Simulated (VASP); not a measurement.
# CuO (P6_3/mmc) in VASP: further runs

Aim: see how the results for CuO move with the level of theory and the settings. Levels: PBEsol, LDA+U. Tasks: relaxation of cell and atoms, single point.

All numbers are computed with VASP 6.6.1; they aren't measurements. Logs are shortened: lines on timing, memory, paths and dates and some standing lists are left out, and cuts for length are marked.

**1. The cell of the first run**

Symmetry: P6_3/mmc, No. 194, hexagonal system. The conventional cell has a = 3.180 Å, b = 3.180 Å, c = 4.431 Å, α = 90.00°, β = 90.00°, γ = 120.00°. Within 2.8 Å of Cu (site symmetry -3m) lie 6 O at 2.14 Å and 2 Cu at 2.22 Å. O (site symmetry -6m2) has 6 Cu at 2.14 Å and 6 O at 2.88 Å within 2.9 Å.

**2. Relaxation of cell and atoms, PBEsol, target pressure 10 GPa, at which the enthalpy is minimised**

Contents of INCAR:

```
ALGO = Normal ; EDIFF = 1E-7
EDIFFG = -0.01 ; ENCUT = 600
GGA = PS ; IBRION = 2
ISIF = 3 ; ISMEAR = -1
LASPH = True ; LCHARG = False
LREAL = False ; LWAVE = False
NELM = 80 ; NSW = 60
PREC = Accurate ; PSTRESS = 100.0
SIGMA = 0.05
```

Contents of KPOINTS:

```
k-points
0
Gamma
  10 10 6
```

Contents of POSCAR:

```
CuO
1.0
    3.1795331000      0.0000000000      0.0000000000
   -1.5897665500      2.7535564400      0.0000000000
    0.0000000000      0.0000000000      4.4314907300
Cu O
2 2
Direct
    0.0000000000      0.0000000000      0.0000000000
    0.0000000000      0.0000000000      0.5000000000
    0.3333333333      0.6666666667      0.2500000000
    0.6666666667      0.3333333333      0.7500000000
```

Potentials or basis: VASP PAW PBE potentials, release 64 (Cu, O).

Started as:

```console
> cat potpaw_PBE.64/Cu/POTCAR potpaw_PBE.64/O/POTCAR > POTCAR
> mpirun -np 1 vasp_std > vasp.out
```

OUTCAR:

```text
EDIFF = 1E-7
   EDIFFG = -0.01
   ENCUT = 600
   GGA = PS
   IBRION = 2
   ISIF = 3
   ISMEAR = -1
   LASPH = True
   LREAL = False
   NELM = 80
   NSW = 60
   PREC = Accurate
   PSTRESS = 100.0

 ion  position               nearest neighbor table
   1  0.000  0.000  0.000-   3 2.14   4 2.14   4 2.14   3 2.14   4 2.14   3 2.14   2 2.22   2 2.22

   2  0.000  0.000  0.500-   3 2.14   4 2.14   4 2.14   3 2.14   4 2.14   3 2.14   1 2.22   1 2.22

   3  0.333  0.667  0.250-   1 2.14   2 2.14   1 2.14   2 2.14   1 2.14   2 2.14
   4  0.667  0.333  0.750-   1 2.14   2 2.14   1 2.14   2 2.14   1 2.14   2 2.14

  LATTYP: Found a hexagonal cell.
 ALAT       =     3.1795331000
 C/A-ratio  =     1.3937551806

  Lattice vectors:

 A1 = (   3.1795331000,   0.0000000000,   0.0000000000)
 A2 = (  -1.5897665500,   2.7535564400,   0.0000000000)
 A3 = (   0.0000000000,   0.0000000000,   4.4314907300)

Analysis of symmetry for initial positions (statically):
=====================================================================
 Subroutine PRICEL returns:
 Original cell was already a primitive cell.

 Routine SETGRP: Setting up the symmetry group for a
 hexagonal supercell.

 Subroutine GETGRP returns: Found 24 space group operations
 (whereof 12 operations were pure point group operations)
 out of a pool of 24 trial point group operations.

The static configuration has the point symmetry D_3d.
 The point group associated with its full space group is D_6h.

Analysis of symmetry for dynamics (positions and initial velocities):
=====================================================================
 Subroutine PRICEL returns:
 Original cell was already a primitive cell.

 Routine SETGRP: Setting up the symmetry group for a
 hexagonal supercell.

 Subroutine GETGRP returns: Found 24 space group operations
 (whereof 12 operations were pure point group operations)
 out of a pool of 24 trial point group operations.

The dynamic configuration has the point symmetry D_3d.
 The point group associated with its full space group is D_6h.

 Subroutine INISYM returns: Found 24 space group operations
 (whereof 12 operations are pure point group operations),
 and found     1 'primitive' translations

----------------------------------------------------------------------------------------

                                     Primitive cell

  volume of cell :      38.7978

  direct lattice vectors                    reciprocal lattice vectors
     3.179533100  0.000000000  0.000000000     0.314511587  0.181583349  0.000000000
    -1.589766550  2.753556440  0.000000000     0.000000000  0.363166698  0.000000000
     0.000000000  0.000000000  4.431490730     0.000000000  0.000000000  0.225657699

  length of vectors
     3.179533100  3.179533103  4.431490730     0.363166698  0.363166698  0.225657699

  position of ions in fractional coordinates (direct lattice)
     0.000000000  0.000000000  0.000000000
     0.000000000  0.000000000  0.500000000
     0.333333333  0.666666667  0.250000000
     0.666666667  0.333333333  0.750000000

  ion indices of the primitive-cell ions
   primitive index   ion index
                 1           1
                 2           2
                 3           3
                 4           4

----------------------------------------------------------------------------------------

 KPOINTS: k-points

Automatic generation of k-mesh.
 Grid dimensions read from file:
 generate k-points for:   10   10    6

 Generating k-lattice:

  Cartesian coordinates                     Fractional coordinates (reciprocal lattice)
     0.031451159  0.018158335  0.000000000     0.100000000  0.000000000  0.000000000
     0.000000000  0.036316670  0.000000000     0.000000000  0.100000000  0.000000000
     0.000000000  0.000000000  0.037609616     0.000000000  0.000000000  0.166666667

  Length of vectors
     0.036316670  0.036316670  0.037609616

  Shift w.r.t. Gamma in fractional coordinates (k-lattice)
     0.000000000  0.000000000  0.000000000

 Subroutine IBZKPT returns following result:
 ===========================================

 Found     56 irreducible k-points:

 Following reciprocal coordinates:
            Coordinates               Weight
  0.000000  0.000000  0.000000      1.000000
  0.100000  0.000000  0.000000      6.000000
  0.200000  0.000000  0.000000      6.000000
  0.300000  0.000000  0.000000      6.000000
  0.400000  0.000000  0.000000      6.000000
  0.500000  0.000000  0.000000      3.000000
[... 16 lines left out ...]
  0.300000  0.100000  0.166667     24.000000
  0.400000  0.100000  0.166667     24.000000
 [... further k-points ...]
   k-points           NKPTS =     56   k-points in BZ     NKDIM =     56   number of bands    NBANDS=     21
   number of dos      NEDOS =    301   number of ions     NIONS =      4
   total plane-waves  NPLWV =  28224
   dimension x,y,z NGX =    28 NGY =   28 NGZ =   36
   dimension x,y,z NGXF=    56 NGYF=   56 NGZF=   72
   ions per type =               2   2
   NGX,Y,Z   is equivalent  to a cutoff of  14.64, 14.64, 13.51 a.u.
   NGXF,Y,Z  is equivalent  to a cutoff of  29.28, 29.28, 27.01 a.u.
 SYSTEM =  unknown system
   PREC   = accura    normal or accurate (medium, high low for compatibility)
   ISTART =      0    job   : 0-new  1-cont  2-samecut
   ICHARG =      2    charge: 1-file 2-atom 10-const
   ISPIN  =      1    spin polarized calculation?
   LNONCOLLINEAR =      F non collinear calculations
   LSORBIT =      F    spin-orbit coupling
   LASPH  =      T    aspherical Exc in radial PAW
   ENCUT  =  600.0 eV  44.10 Ry    6.64 a.u.   6.35  6.35  8.85*2*pi/ulx,y,z
   NELM   =     80;   NELMIN=  2; NELMDL= -5     # of ELM steps
   EDIFF  = 0.1E-06   stopping-criterion for ELM
   LREAL  =      F    real-space projection
   EDIFFG = -.1E-01   stopping-criterion for IOM
   NSW    =     60    number of steps for IOM
   IBRION =      2    ionic relax: 0-MD 1-quasi-New 2-CG
   NFREE  =      1    steps in history (QN), initial steepest desc. (CG)
   ISIF   =      3    stress and relaxation
   ISYM   =      2    0-nonsym 1-usesym 2-fastsym
   POTIM  = 0.5000    time-step for ionic-motion
   TEBEG  =    0.0;   TEEND  =   0.0 temperature during run
   PSTRESS=  100.0 pullay stress
   NELECT =      34.0000    total number of electrons
   NUPDOWN=      -1.0000    fix difference up-down
   EMIN   =  10.00;   EMAX   =-10.00  energy-range for DOS
   EFERMI =   0.00;   METHOD = LEGACY
   ISMEAR =    -1;   SIGMA  =   0.05  broadening in eV -4-tet -1-fermi 0-gaus
   EFERMI_NEDOS =   21; number of points for ismear=-14 and -15
   IALGO  =     38    algorithm
   IMIX   =      4    mixing-type and parameters
     AMIX     =   0.40;   BMIX     =  1.00
     AMIX_MAG =   1.60;   BMIX_MAG =  1.00
  volume/ion in A,a.u.               =       9.70        65.46
  Fermi-wavevector in a.u.,A,eV,Ry     =   1.566626  2.960494 33.393023  2.454318
  Thomas-Fermi vector in A             =   2.668926
   LORBIT       =      0    0 simple, 1 ext, 2 COOP (PROOUT), +10 PAW based schemes
   GGA     = PS    functional components
   LHFCALC =     F    Hartree Fock is set to
   AEXX    =    0.0000 exact exchange contribution
   IVDW    =     0    specifies the selected vdW correction
   LEPSILON=     F    determine dielectric tensor
   LRPA    =     F    only Hartree local field effects (RPA)
 conjugate gradient relaxation of ions
 non-spin polarized calculation
  energy-cutoff  :      600.00
  volume of cell :       38.80
 maximum number of plane-waves:      1326
 NGX is ok and might be reduce to    28
   NGX = 13   NGY = 13   NGZ = 17

--------------------------------------- Ionic step        1  -------------------------------------------

 number of electron      34.0000023 magnetization

 Free energy of the ion-electron system (eV)
  ---------------------------------------------------
  ext. energy  EPLUGINS =         0.00000000
  ---------------------------------------------------
  free energy    TOTEN  =       -19.98944593 eV

  energy without entropy =      -19.96189710  energy(sigma->0) =      -19.97567152

------------------------ aborting loop because EDIFF is reached ----------------------------------------

  FORCE on cell =-STRESS in cart. coord.  units (eV):
  Direction    XX          YY          ZZ          XY          YZ          ZX
  --------------------------------------------------------------------------------------
  -------------------------------------------------------------------------------------
  Total       -4.2776778     -4.2776778      6.8032866      0.0000000      0.0000000      0.0000000
  in kB     -176.6491190   -176.6491194    280.9455596      0.0000000      0.0000000      0.0000000
  external PRESSURE =    -124.1175596 kB  Pullay stress =     100.0000000 kB
[... 103 lines left out ...]
  energy  without entropy=      -20.4269707456  energy(sigma->0) =      -20.44032325

  enthalpy is  TOTEN    =       -18.3346839000 eV   P V=        2.1189918619

[... ionic steps 4 to 8 ...]

--------------------------------------- Ionic step        9  -------------------------------------------

 number of electron      33.9999999 magnetization

------------------------ aborting loop because EDIFF is reached ----------------------------------------
[... 75 lines left out ...]
--------------------------------------- Ionic step       11  -------------------------------------------

 number of electron      33.9999997 magnetization

 Free energy of the ion-electron system (eV)
  ---------------------------------------------------
  ext. energy  EPLUGINS =         0.00000000
  ---------------------------------------------------
  free energy    TOTEN  =       -20.67222791 eV

  energy without entropy =      -20.64276419  energy(sigma->0) =      -20.65749605

 E-fermi :   7.1295     XC(G=0): -13.0824

 val. band max:        7.1294440956   @ k =   0.5000   0.0000   0.3333
 cond. band min:       7.1316622832   @ k =   0.4000   0.2000   0.0000
 fundamental gap:      0.0022181876
 Fermi energy:         7.1294927180

 k-point     1 :       0.0000    0.0000    0.0000
  band No.  band energies     occupation
      1     -13.1244      2.00000
      2     -11.7663      2.00000
      3      -1.3409      2.00000
      4       1.7887      2.00000
      5       1.7887      2.00000
      6       3.2645      2.00000
[... 565 lines left out ...]
     20      15.1513      0.00000
     21      16.1706      0.00000

 [... further k-points ...]

------------------------ aborting loop because EDIFF is reached ----------------------------------------

  FORCE on cell =-STRESS in cart. coord.  units (eV):
  Direction    XX          YY          ZZ          XY          YZ          ZX
  --------------------------------------------------------------------------------------
  -------------------------------------------------------------------------------------
  Total        2.1858914      2.1858914      2.1969715      0.0000000      0.0000000     -0.0000000
  in kB       99.1419539     99.1419541     99.6444943      0.0000000      0.0000000     -0.0000000
  external PRESSURE =      -0.6905325 kB  Pullay stress =     100.0000000 kB
[... 23 lines left out ...]
  energy  without entropy=      -20.6427641947  energy(sigma->0) =      -20.65749605

  enthalpy is  TOTEN    =       -18.4674182188 eV   P V=        2.2048096878

 reached required accuracy - stopping structural energy minimisation
```

Wall time 4.1 min (1 thread of Intel Xeon 6975P-C (Granite Rapids), shared host); peak memory 0.21 GiB.

Results:

```yaml
Free_energy: -20.6722 eV
Relaxed_volume: 8.83 Å³/atom
Relaxed_cell: a = 2.861 Å, b = 2.861 Å, c = 4.985 Å, α = 90.00°, β = 90.00°, γ = 120.00°
Space_group_after_relaxing_to_0.1_Å: P6_3/mmc (No. 194)
Energy_change_on_relaxing_the_run_minimises_the_enthalpy: -170.7 meV/atom
Ionic_steps: 11
Pressure_after_relaxing: 9.9 GPa
Band_gap_on_the_k_mesh: zero (bands 17 and 18 overlap by 1.10 eV)
```

The path:
```tsv
step	energy change (eV)	largest force (eV/Å)	pressure (GPa)	volume (Å³)
1	0.0000	0.0000	-2.41	38.80
2	-0.4920	0.0000	18.88	34.51
3	-0.4642	0.0000	23.12	33.95
4	-0.7223	0.0000	2.89	36.37
5	-0.6975	0.0000	8.31	35.63
6	-0.6995	0.0000	8.00	35.66
7	-0.6852	0.0000	9.70	35.36
8	-0.6841	0.0000	9.84	35.35
9	-0.6845	0.0000	9.78	35.35
10	-0.6819	0.0000	10.13	35.31
11	-0.6828	0.0000	9.93	35.32
```

Final structure:
```
CELL_PARAMETERS angstrom
2.86055 0.00000 0.00000
-1.43027 2.47731 0.00000
0.00000 0.00000 4.98486
ATOMIC_POSITIONS crystal
Cu 0.00000 0.00000 0.00000
Cu 0.00000 0.00000 0.50000
O 0.33333 0.66667 0.25000
O 0.66667 0.33333 0.75000
```

Caveat: the cell is relaxed towards a set pressure, so the run minimises the enthalpy, not the energy; the PAW data sets were made with another functional, which shifts forces and pressure a little; semilocal functionals often make such compounds metallic where correlation or magnetic order opens a gap, which also shifts bond lengths. With open d or f shells a metallic result of PBEsol can be an artefact of self-interaction; +U or a hybrid may open a gap.

(Continued in part 2 of 3.)
